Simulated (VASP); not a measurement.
# H26C10O3 in VASP: relaxation of the atoms with PBE

Aim: the relaxation of the atoms of H26C10O3 with PBE.

All numbers are computed with VASP 6.6.1; they aren't measurements. Logs are shortened: lines on timing, memory, paths and dates and some standing lists are left out, and cuts for length are marked.

## 1. The cell of the first run

The cell holds a disordered packing, 39 atoms: a = 7.663 Å, b = 7.663 Å, c = 7.663 Å, α = 90.00°, β = 90.00°, γ = 90.00°.

## 2. Relaxation of the atoms, PBE

Contents of INCAR:

```
SYSTEM = H26C10O3
PREC = Accurate ; ENCUT = 520
EDIFF = 1E-7 ; ISMEAR = -1
SIGMA = 0.05 ; LREAL = Auto
LASPH = .TRUE. ; NELM = 60
ALGO = Normal ; ISIF = 2
LWAVE = .FALSE. ; LCHARG = .FALSE.
GGA = PE ; IBRION = 2
NSW = 35 ; EDIFFG = -0.3
```

Contents of KPOINTS:

```
regular mesh
0
G
  1 1 1
  0 0 0
```

Contents of POSCAR:

```
H26C10O3
1.0
    7.6630940000      0.0000000000      0.0000000000
    0.0000000000      7.6630940000      0.0000000000
    0.0000000000      0.0000000000      7.6630940000
O H C
3 26 10
Direct
    0.3155136000      0.1945591000      0.4353752000
    0.5549636000      0.5656619000      0.0838241000
    0.4585593000      0.8769334000      0.8036688000
    0.2387383000      0.2761345000      0.3768403000
    0.3578338000      0.1202361000      0.3423140000
    0.4907095000      0.4737732000      0.0254872000
    0.5940767000      0.6402189000     -0.0104453000
    0.3737910000      0.7888976000      0.8359076000
    0.5392283000      0.8155198000      0.7281957000
   -0.0635050000      0.7544682000      0.6459406000
   -0.0043748000      0.5954603000      0.8169065000
    0.1229313000      0.5965785000      0.4346136000
    0.1820615000      0.4375706000      0.6055794000
    0.7629455000      0.2428040000      0.2776912000
    0.6390057000      0.0489091000      0.3487747000
    0.7919515000      0.3370366000      0.5853039000
    0.6680116000      0.1431417000      0.6563875000
    0.0559822000     -0.0301475000      0.1733522000
    0.2544725000     -0.1575992000      0.1247020000
    0.1759995000      0.2199453000      0.0078344000
    0.3744899000      0.0924936000     -0.0408159000
    0.8368887000      0.6773637000      0.4169157000
    0.7236177000      0.4853953000      0.3256632000
    0.5519108000      0.8109075000      0.4897198000
    0.4386398000      0.6189391000      0.3984673000
    0.8209075000      0.2008797000      0.8342171000
    0.7898191000      0.1937843000      1.0729478000
    0.8936425000     -0.1138525000      0.8343347000
    0.8625541000     -0.1209479000      1.0730654000
    0.0090064000      0.6385938000      0.6827436000
    0.1095501000      0.5534450000      0.5687764000
    0.7076572000      0.1675634000      0.3840926000
    0.7232999000      0.2183823000      0.5499860000
    0.1828738000     -0.0362636000      0.1108995000
    0.2475983000      0.0986097000      0.0216369000
    0.7146075000      0.6121418000      0.3880601000
    0.5609210000      0.6841610000      0.4273229000
    0.8221181000      0.1248323000      0.9536095000
    0.8613435000     -0.0449005000      0.9536729000
```

Potentials or basis: VASP PAW PBE potentials, release 64 (O, H, C).

On the command line:

```console
cat potpaw_PBE.64/O/POTCAR potpaw_PBE.64/H/POTCAR potpaw_PBE.64/C/POTCAR > POTCAR
mpirun -np 1 vasp_gam > vasp.out
```

OUTCAR:

```text
SYSTEM = H26C10O3
   PREC = Accurate
   ENCUT = 520
   EDIFF = 1E-7
   ISMEAR = -1
   LREAL = Auto
   LASPH = .TRUE.
   NELM = 60
   ISIF = 2
   GGA = PE
   IBRION = 2
   NSW = 35
   EDIFFG = -0.3

 ion  position               nearest neighbor table
   1  0.316  0.195  0.435-   5 0.97   4 0.97
   2  0.555  0.566  0.084-   7 0.97   6 0.97
   3  0.459  0.877  0.804-   9 0.97   8 0.97
   4  0.239  0.276  0.377-   1 0.97
   5  0.358  0.120  0.342-   1 0.97
   6  0.491  0.474  0.025-   2 0.97
   7  0.594  0.640  0.990-   2 0.97
   8  0.374  0.789  0.836-   3 0.97
   9  0.539  0.816  0.728-   3 0.97
[... 18 lines left out ...]
  28  0.894  0.886  0.834-  39 1.08
  29  0.863  0.879  0.073-  39 1.08
  30  0.009  0.639  0.683-  11 1.08  10 1.08  31 1.33
  31  0.110  0.553  0.569-  12 1.08  13 1.08  30 1.33
  32  0.708  0.168  0.384-  14 1.08  15 1.08  33 1.33
  33  0.723  0.218  0.550-  17 1.08  16 1.08  32 1.33
  34  0.183  0.964  0.111-  19 1.08  18 1.08  35 1.33
  35  0.248  0.099  0.022-  20 1.08  21 1.08  34 1.33
  36  0.715  0.612  0.388-  23 1.08  22 1.08  37 1.33
  37  0.561  0.684  0.427-  24 1.08  25 1.08  36 1.33
  38  0.822  0.125  0.954-  26 1.08  27 1.08  39 1.33
  39  0.861  0.955  0.954-  28 1.08  29 1.08  38 1.33

  LATTYP: Found a simple cubic cell.
 ALAT       =     7.6630940000

  Lattice vectors:

 A1 = (   7.6630940000,   0.0000000000,   0.0000000000)
 A2 = (   0.0000000000,   7.6630940000,   0.0000000000)
 A3 = (   0.0000000000,   0.0000000000,   7.6630940000)

Analysis of symmetry for initial positions (statically):
=====================================================================
 Subroutine PRICEL returns:
 Original cell was already a primitive cell.

 Routine SETGRP: Setting up the symmetry group for a
 simple cubic supercell.

 Subroutine GETGRP returns: Found  1 space group operations
 (whereof  1 operations were pure point group operations)
 out of a pool of 48 trial point group operations.

The static configuration has the point symmetry C_1 .

Analysis of symmetry for dynamics (positions and initial velocities):
=====================================================================
 Subroutine PRICEL returns:
 Original cell was already a primitive cell.

 Routine SETGRP: Setting up the symmetry group for a
 simple cubic supercell.

 Subroutine GETGRP returns: Found  1 space group operations
 (whereof  1 operations were pure point group operations)
 out of a pool of 48 trial point group operations.

The dynamic configuration has the point symmetry C_1 .

 Subroutine INISYM returns: Found  1 space group operations
 (whereof  1 operations are pure point group operations),
 and found     1 'primitive' translations

----------------------------------------------------------------------------------------

                                     Primitive cell

  volume of cell :     449.9999

  direct lattice vectors                    reciprocal lattice vectors
     7.663094000  0.000000000  0.000000000     0.130495594  0.000000000  0.000000000
     0.000000000  7.663094000  0.000000000     0.000000000  0.130495594  0.000000000
     0.000000000  0.000000000  7.663094000     0.000000000  0.000000000  0.130495594

  length of vectors
     7.663094000  7.663094000  7.663094000     0.130495594  0.130495594  0.130495594

  position of ions in fractional coordinates (direct lattice)
     0.315513600  0.194559100  0.435375200
     0.554963600  0.565661900  0.083824100
     0.458559300  0.876933400  0.803668800
     0.238738300  0.276134500  0.376840300
     0.357833800  0.120236100  0.342314000
     0.490709500  0.473773200  0.025487200
[... 31 lines left out ...]
     0.822118100  0.124832300  0.953609500
     0.861343500  0.955099500  0.953672900

  ion indices of the primitive-cell ions
   primitive index   ion index
                 1           1
                 2           2
                 3           3
                 4           4
                 5           5
                 6           6
[... 31 lines left out ...]
                38          38
                39          39

----------------------------------------------------------------------------------------

 KPOINTS: regular mesh

Automatic generation of k-mesh.
 Grid dimensions read from file:
 generate k-points for:    1    1    1

 Generating k-lattice:

  Cartesian coordinates                     Fractional coordinates (reciprocal lattice)
     0.130495594  0.000000000  0.000000000     1.000000000  0.000000000  0.000000000
     0.000000000  0.130495594  0.000000000     0.000000000  1.000000000  0.000000000
     0.000000000  0.000000000  0.130495594     0.000000000  0.000000000  1.000000000

  Length of vectors
     0.130495594  0.130495594  0.130495594

  Shift w.r.t. Gamma in fractional coordinates (k-lattice)
     0.000000000  0.000000000  0.000000000

 Subroutine IBZKPT returns following result:
 ===========================================

 Found      1 irreducible k-points:

 Following reciprocal coordinates:
            Coordinates               Weight
  0.000000  0.000000  0.000000      1.000000
   k-points           NKPTS =      1   k-points in BZ     NKDIM =      1   number of bands    NBANDS=     62
   number of dos      NEDOS =    301   number of ions     NIONS =     39
   total plane-waves  NPLWV = 216000
   dimension x,y,z NGX =    60 NGY =   60 NGZ =   60
   dimension x,y,z NGXF=   120 NGYF=  120 NGZF=  120
   ions per type =               3  26  10
   NGX,Y,Z   is equivalent  to a cutoff of  13.02, 13.02, 13.02 a.u.
   NGXF,Y,Z  is equivalent  to a cutoff of  26.03, 26.03, 26.03 a.u.
 SYSTEM =  H26C10O3
   PREC   = accura    normal or accurate (medium, high low for compatibility)
   ISTART =      0    job   : 0-new  1-cont  2-samecut
   ICHARG =      2    charge: 1-file 2-atom 10-const
   ISPIN  =      1    spin polarized calculation?
   LNONCOLLINEAR =      F non collinear calculations
   LSORBIT =      F    spin-orbit coupling
   LASPH  =      T    aspherical Exc in radial PAW
   ENCUT  =  520.0 eV  38.22 Ry    6.18 a.u.  14.25 14.25 14.25*2*pi/ulx,y,z
   NELM   =     60;   NELMIN=  2; NELMDL= -5     # of ELM steps
   EDIFF  = 0.1E-06   stopping-criterion for ELM
   LREAL  =      T    real-space projection
   EDIFFG = -.3E+00   stopping-criterion for IOM
   NSW    =     35    number of steps for IOM
   IBRION =      2    ionic relax: 0-MD 1-quasi-New 2-CG
   NFREE  =      1    steps in history (QN), initial steepest desc. (CG)
   ISIF   =      2    stress and relaxation
   ISYM   =      2    0-nonsym 1-usesym 2-fastsym
   POTIM  = 0.5000    time-step for ionic-motion
   TEBEG  =    0.0;   TEEND  =   0.0 temperature during run
   PSTRESS=    0.0 pullay stress
   NELECT =      84.0000    total number of electrons
   NUPDOWN=      -1.0000    fix difference up-down
   EMIN   =  10.00;   EMAX   =-10.00  energy-range for DOS
   EFERMI =   0.00;   METHOD = LEGACY
   ISMEAR =    -1;   SIGMA  =   0.05  broadening in eV -4-tet -1-fermi 0-gaus
   EFERMI_NEDOS =   21; number of points for ismear=-14 and -15
   IALGO  =     38    algorithm
   IMIX   =      4    mixing-type and parameters
     AMIX     =   0.40;   BMIX     =  1.00
     AMIX_MAG =   1.60;   BMIX_MAG =  1.00
  volume/ion in A,a.u.               =      11.54        77.87
  Fermi-wavevector in a.u.,A,eV,Ry     =   0.935615  1.768056 11.910202  0.875375
  Thomas-Fermi vector in A             =   2.062540
   LORBIT       =      0    0 simple, 1 ext, 2 COOP (PROOUT), +10 PAW based schemes
   GGA     = PE    functional components
   LHFCALC =     F    Hartree Fock is set to
   AEXX    =    0.0000 exact exchange contribution
   IVDW    =     0    specifies the selected vdW correction
   LEPSILON=     F    determine dielectric tensor
   LRPA    =     F    only Hartree local field effects (RPA)
 conjugate gradient relaxation of ions
 non-spin polarized calculation
  energy-cutoff  :      520.00
  volume of cell :      450.00
 maximum number of plane-waves:      6075
 NGX is ok and might be reduce to    60
   NGX = 29   NGY = 29   NGZ = 29

--------------------------------------- Ionic step        1  -------------------------------------------

 number of electron      84.0000003 magnetization

 Free energy of the ion-electron system (eV)
  ---------------------------------------------------
  ext. energy  EPLUGINS =         0.00000000
  ---------------------------------------------------
  free energy    TOTEN  =      -201.30800932 eV

  energy without entropy =     -201.30800932  energy(sigma->0) =     -201.30800932

------------------------ aborting loop because EDIFF is reached ----------------------------------------

  FORCE on cell =-STRESS in cart. coord.  units (eV):
  Direction    XX          YY          ZZ          XY          YZ          ZX
  --------------------------------------------------------------------------------------
  -------------------------------------------------------------------------------------
  Total        7.3895487      4.1496144      8.4407145     -0.2338407      1.2523829      1.8282460
  in kB       26.3097086     14.7742643     30.0522735     -0.8325653      4.4589774      6.5092770
  external PRESSURE =      23.7120821 kB  Pullay stress =       0.0000000 kB
[... 200 lines left out ...]
  FREE ENERGIE OF THE ION-ELECTRON SYSTEM (eV)
  ---------------------------------------------------
  free  energy   TOTEN  =      -201.3491055915 eV

  energy  without entropy=     -201.3491055913  energy(sigma->0) =     -201.34910559

[... ionic steps 4 to 32 ...]

--------------------------------------- Ionic step       33  -------------------------------------------

 number of electron      83.9999997 magnetization

------------------------ aborting loop because EDIFF is reached ----------------------------------------
[... 141 lines left out ...]
--------------------------------------- Ionic step       35  -------------------------------------------

 number of electron      84.0000003 magnetization

 Free energy of the ion-electron system (eV)
  ---------------------------------------------------
  ext. energy  EPLUGINS =         0.00000000
  ---------------------------------------------------
  free energy    TOTEN  =      -202.52751022 eV

  energy without entropy =     -202.52751022  energy(sigma->0) =     -202.52751022

 E-fermi :  -2.1994     XC(G=0):  -6.3806

 val. band max:       -3.3968108038   @ k =   0.0000   0.0000   0.0000
 cond. band min:       1.2730877483   @ k =   0.0000   0.0000   0.0000
 fundamental gap:      4.6698985521
 Fermi energy:        -2.1994127559

 k-point     1 :       0.0000    0.0000    0.0000
  band No.  band energies     occupation
      1     -22.6148      2.00000
      2     -22.0390      2.00000
      3     -21.4333      2.00000
      4     -16.2198      2.00000
      5     -16.0842      2.00000
      6     -16.0411      2.00000
[... 46 lines left out ...]
     53       4.2404      0.00000
     54       4.3712      0.00000
 [bands above 54 left out]

------------------------ aborting loop because EDIFF is reached ----------------------------------------

  FORCE on cell =-STRESS in cart. coord.  units (eV):
  Direction    XX          YY          ZZ          XY          YZ          ZX
  --------------------------------------------------------------------------------------
  -------------------------------------------------------------------------------------
  Total        3.0103158      2.1167434      4.5126945     -0.3096139      1.0176069      0.0739345
  in kB       10.7179119      7.5364414     16.0669727     -1.1023477      3.6230821      0.2632360
  external PRESSURE =      11.4404420 kB  Pullay stress =       0.0000000 kB
[... 54 lines left out ...]
  FREE ENERGIE OF THE ION-ELECTRON SYSTEM (eV)
  ---------------------------------------------------
  free  energy   TOTEN  =      -202.5275102154 eV

  energy  without entropy=     -202.5275102153  energy(sigma->0) =     -202.52751022

 reached required accuracy - stopping structural energy minimisation
```

It took 33 min on 1 thread of Intel Xeon Platinum 8259CL at 2.50GHz (Skylake/Cascade Lake), shared host; peak memory 0.51 GiB.

Results:

| Quantity | Value |
| --- | --- |
| Free energy | -202.5275 eV |
| Energy gained by relaxing | 31.3 meV/atom |
| Ionic steps | 35 |
| Pressure after relaxing | 1.1 GPa |
| Largest force after relaxing | 0.277 eV/Å |
| Band gap on the k mesh | 4.67 eV |

Forces on the atoms (eV/Å):
```
O   -0.056  0.002  0.108
O   -0.149  0.008 -0.229
O   -0.116  0.142  0.021
H   -0.072 -0.007  0.033
H    0.094  0.013 -0.050
H    0.088 -0.042  0.150
H    0.078 -0.226  0.041
H    0.123 -0.034 -0.164
H   -0.196 -0.111  0.161
H    0.069 -0.039 -0.001
H    0.039  0.011 -0.010
H    0.002 -0.059  0.114
H    0.006  0.034 -0.026
H    0.041  0.090  0.012
H    0.069  0.032  0.093
H   -0.048 -0.109 -0.017
H   -0.080  0.018  0.008
H   -0.039  0.051  0.031
H    0.076  0.046 -0.088
H    0.054 -0.134  0.008
H    0.135  0.084  0.059
H    0.036  0.131 -0.030
H   -0.033 -0.036 -0.042
H    0.012 -0.083 -0.102
H    0.003 -0.056 -0.035
H   -0.021 -0.042 -0.091
H   -0.121  0.096  0.075
H    0.029 -0.016 -0.013
H   -0.218  0.021  0.024
C    0.026  0.002 -0.004
C   -0.022  0.111  0.088
C    0.066  0.015 -0.022
C   -0.018 -0.040 -0.062
C   -0.059 -0.044 -0.076
C   -0.072 -0.172 -0.043
C   -0.070  0.006  0.013
C    0.005  0.213 -0.015
C    0.136  0.122  0.069
C    0.201  0.001  0.013
```

Stress tensor (GPa, compression positive):
```
 1.07 -0.11  0.03
-0.11  0.75  0.36
 0.03  0.36  1.61
```

Step by step:
```tsv
step	energy change (eV)	largest force (eV/Å)	pressure (GPa)
1	0.0000	0.8784	2.37
2	0.1761	4.1546	2.65
3	-0.0411	0.7413	2.41
4	-0.1348	0.5724	1.97
5	-0.1705	0.8864	1.48
6	-0.2296	0.4881	1.53
7	-0.2592	0.6756	1.61
8	-0.3108	0.5615	1.68
9	-0.3740	1.2349	1.89
10	-0.4066	0.9909	1.88
11	-0.4803	0.6703	1.86
12	-0.5022	1.4032	1.78
13	-0.5152	0.9161	1.82
14	-0.5815	0.9031	1.82
15	-0.6754	1.2228	1.78
16	-0.7671	0.6471	1.82
17	-0.7949	0.8983	1.85
18	-0.8807	0.7783	1.63
19	-0.9208	0.8232	1.32
20	-0.9784	0.6385	1.05
21	-0.9811	0.8335	0.98
22	-1.0420	0.6508	1.10
23	-1.0683	0.7079	1.22
24	-1.0977	0.4600	1.45
25	-1.1009	0.3330	1.39
26	-1.1176	0.3020	1.43
27	-1.1277	0.6331	1.48
28	-1.1346	0.5796	1.48
29	-1.1521	0.4289	1.47
30	-1.1731	0.4557	1.45
31	-1.1566	0.9432	1.39
32	-1.1765	0.5328	1.44
33	-1.1912	0.3613	1.36
34	-1.2068	0.4308	1.16
35	-1.2195	0.2767	1.14
```

Final structure:
```
O H C
1.0
     7.66309    0.00000    0.00000
     0.00000    7.66309    0.00000
     0.00000    0.00000    7.66309
O H C
3 26 10
Direct
  0.29282 0.21200 0.44410
  0.53696 0.52546 0.03438
  0.48373 0.80699 0.81963
  0.20320 0.27002 0.37593
  0.34179 0.13112 0.35930
  0.49186 0.44511 0.94666
  0.52580 0.63914 0.97291
  0.35736 0.81280 0.80450
  0.53362 0.78688 0.70356
  0.96174 0.74777 0.65187
  0.01327 0.58761 0.82562
  0.14656 0.58620 0.44346
  0.20239 0.42444 0.61627
  0.78271 0.23511 0.28877
  0.65714 0.03605 0.33687
  0.77430 0.32767 0.59322
  0.65138 0.12701 0.65370
  0.10310 0.96362 0.20590
  0.30836 0.85121 0.14765
  0.18459 0.21727 0.02213
  0.38909 0.10173 0.95771
  0.83299 0.72007 0.40103
  0.72786 0.51069 0.34291
  0.54331 0.84477 0.47266
  0.43925 0.63204 0.41921
  0.85342 0.21780 0.84525
  0.75849 0.20776 0.06400
  0.86828 0.89721 0.83436
  0.78363 0.88073 0.05880
  0.03211 0.63039 0.69088
  0.13224 0.54243 0.57890
  0.71842 0.15490 0.38648
  0.71449 0.20444 0.55259
  0.22618 0.96699 0.13459
  0.26992 0.10332 0.03504
  0.71422 0.64348 0.39049
  0.55826 0.70844 0.43100
  0.80793 0.13702 0.95251
  0.81758 0.96394 0.94872
```

Caveat: the k points lie up to 0.82 Å⁻¹ apart; the relaxation stopped at a loose force limit of 0.3 eV/Å, so its end isn't a converged minimum.
